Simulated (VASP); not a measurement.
Here is a VASP 6.6.1 calculation.

File POSCAR:

```
W
1.0
   -0.4399297452      1.8355689370      1.8355689370
    1.8355689370     -0.4399297452      1.8355689370
    1.8355689370      1.8355689370     -0.4399297452
W
1
Direct
    0.0000000000      0.0000000000      0.0000000000
```

The input INCAR.step1:

```
SYSTEM = W
PREC = Accurate ; ENCUT = 520
ISMEAR = 0 ; SIGMA = 0.15
LREAL = .FALSE. ; LASPH = .TRUE.
NELM = 100 ; NBANDS = 13
GGA = PE ; ALGO = Normal
EDIFF = 1E-4 ; LWAVE = .TRUE.
LCHARG = .FALSE.
```

INCAR.step2

```
SYSTEM = W
PREC = Accurate ; ENCUT = 520
EDIFF = 1E-6 ; ISMEAR = 0
SIGMA = 0.15 ; LREAL = .FALSE.
LASPH = .TRUE. ; NELM = 100
ALGO = Normal ; ISIF = 2
LWAVE = .FALSE. ; LCHARG = .TRUE.
METAGGA = R2SCAN ; LMIXTAU = .TRUE.
LELF = .TRUE. ; LVHAR = .TRUE.
NBANDS = 13 ; ISTART = 1
```

KPOINTS

```
regular mesh
0
G
  22 22 22
  0 0 0
```

Potentials or basis: VASP PAW PBE potentials, release 64 (W_sv).

Command:

```bash
$ cat potpaw_PBE.64/W_sv/POTCAR > POTCAR
$ cp INCAR.step1 INCAR
$ mpirun -np 1 vasp_std > vasp.out
$ cp INCAR.step2 INCAR
$ mpirun -np 1 vasp_std > vasp.out
```

(1) Predict the pressure.

(2) Estimate the band gap on the k mesh.

## Answers

(1) 4.5 GPa.

(2) zero (band 7 reaches 13.71 eV, above the bottom of band 8 at 9.69 eV).

Caveat: the PAW data sets were made with another functional, which shifts forces and pressure a little; spin-orbit coupling is left out, which moves the levels of the heavy elements.
